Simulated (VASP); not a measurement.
Wanted: the native input for a VASP 6.6.1 run.

* Task: relaxation of cell and atoms
* Functional: PBEsol
* Potentials or basis: VASP PAW PBE potentials, release 64 (Hf_pv, Si)
* Cutoff: 600 eV
* k mesh: 6 × 6 × 10
* Occupations: gaussian, width 0.1 eV
* Spin: no spin polarisation
* Dipole correction: no
* Further INCAR settings: ALGO = Fast; EDIFF = 1e-06; IBRION = 2; EDIFFG = -0.005; NSW = 100; ISIF = 3

The structure of Hf3Si2 lies in POSCAR:

```
Hf3Si2
1.0
    6.9898519100      0.0000000000      0.0000000000
    0.0000000000      6.9898519100      0.0000000000
    0.0000000000      0.0000000000      3.6632840200
Hf Si
6 4
Direct
    0.6732293300      0.8267706700      0.5000000000
    0.8267706700      0.3267706700      0.5000000000
    0.3267706700      0.1732293300      0.5000000000
    0.1732293300      0.6732293300      0.5000000000
    0.5000000000      0.5000000000      0.0000000000
    0.0000000000      0.0000000000      0.0000000000
    0.6236027500      0.1236027500      0.0000000000
    0.8763972500      0.6236027500      0.0000000000
    0.1236027500      0.3763972500      0.0000000000
    0.3763972500      0.8763972500      0.0000000000
```

One way to write it, as run:

INCAR

```
PREC = Accurate ; ENCUT = 600
EDIFF = 1E-6 ; ISMEAR = 0
SIGMA = 0.1 ; LREAL = False
LASPH = True ; NELM = 80
ALGO = Fast ; ISIF = 3
LWAVE = False ; LCHARG = False
GGA = PS ; IBRION = 2
NSW = 100 ; EDIFFG = -0.005
KPAR = 2
```

KPOINTS

```
Automatic mesh
0
Gamma
  6 6 10
```

Potentials or basis: VASP PAW PBE potentials, release 64 (Hf_pv, Si).

Launch:

```sh
$ cat potpaw_PBE.64/Hf_pv/POTCAR potpaw_PBE.64/Si/POTCAR > POTCAR
$ mpirun -np 2 vasp_std > vasp.out
```

Results of the run:

```
Relaxed volume                        : 17.55 Å³/atom
Relaxed cell                          : a = 6.976 Å, b = 6.976 Å, c = 3.607 Å, α = 90.00°, β = 90.00°, γ = 90.00°
Space group after relaxing (to 0.1 Å) : P4/mbm (No. 127)
Energy gained by relaxing             : 3.6 meV/atom
Ionic steps                           : 12
Pressure after relaxing               : 0.0 GPa
Band gap on the k mesh                : zero (bands 38 and 39 overlap by 1.33 eV)
```

Caveat: the PAW data sets were made with another functional, which shifts forces and pressure a little; spin-orbit coupling is left out, which moves the levels of the heavy elements.

It took 19 min on 2 MPI ranks on Intel(R) Xeon(R) 6975P-C (Granite Rapids) (shared host), peak memory 0.62 GiB a rank.
